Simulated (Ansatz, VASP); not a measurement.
One calculation of Pb, two programs

```xyz
4
Lattice="4.9396 0.0000 0.0000 -2.4698 4.2779 0.0000 0.0000 0.0000 8.3148" Properties=species:S:1:pos:R:3 pbc="T T T"
Pb    2.4698    1.4260    0.5359
Pb    0.0000    2.8519    4.6933
Pb    2.4698    1.4260    3.6215
Pb    0.0000    2.8519    7.7790
```

Alike in both runs: task relaxation of cell and atoms; functional PBE; k mesh 12 × 12 × 6; occupations gaussian, width 0.1 eV; no spin polarisation.

|  | VASP | Ansatz |
| --- | --- | --- |
| version | VASP 6.6.1 | Ansatz 0.2.0 |
| potentials or method | VASP PAW PBE potentials, release 64 (Pb_d), cutoff 600 eV | scalar-relativistic, plane waves, PAW |
| valence electrons in the cell | 56 | 56 |

Ansatz gave:

```
gap on the k mesh at the Fermi level, each at its own relaxed structure (eV) : none
relaxed volume (Å³/atom)                                                     : 43.98
relaxed length of the cell vector where the two differ most in proportion (Å)              : 8.180
```

Task: Estimate VASP's values.

Result: gap on the k mesh at the Fermi level, each at its own relaxed structure (eV): none; relaxed volume (Å³/atom): 43.98; relaxed length of the cell vector where the two differ most in proportion (Å): 8.196.

A gap of «none» marks a metal or a gap that the smearing closes.

Spin-orbit coupling is off throughout.
